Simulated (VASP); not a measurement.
## C: single point with HSE06

The system is C.

```xyz
4
Lattice="2.4494 0.0000 0.0000 -1.2247 2.1213 0.0000 0.0000 0.0000 7.9931" Properties=species:S:1:pos:R:3 pbc="T T T"
C     0.0000    0.0000    1.9983
C     0.0000    0.0000    5.9948
C     0.0000    1.4142    1.9983
C     1.2247    0.7071    5.9948
```

```yaml
Program: VASP 6.6.1
Task: single point
Functional: HSE06
Potentials_or_basis: VASP PAW PBE potentials, release 64 (C)
Cutoff: 520 eV
k_mesh: 8 × 8 × 2
Occupations: gaussian, width 0.05 eV
Spin: no spin polarisation
Dipole_correction: no
Grid_for_exact_exchange_PRECFOCK: Normal
Further_INCAR_settings: ALGO = Normal; EDIFF = 1e-07; NBANDS = 16
Share_of_exact_exchange: 0.25
Screening_parameter: 0.2079 1/Å
```

```
Pressure : 0.6 GPa
```

Stress tensor (GPa, compression positive):
```
0.95 0.00 0.00
0.00 0.95 0.00
0.00 0.00 0.01
```

Run time: 31 min on 1 thread of Oxide Virtual Turin-like Processor, with other jobs on the host, peak memory 0.22 GiB.

Caveat: this functional lacks dispersion, which binds layers or chains, so the pressure and a relaxed spacing across them are unreliable; the PAW data sets were made with another functional, which shifts forces and pressure a little.
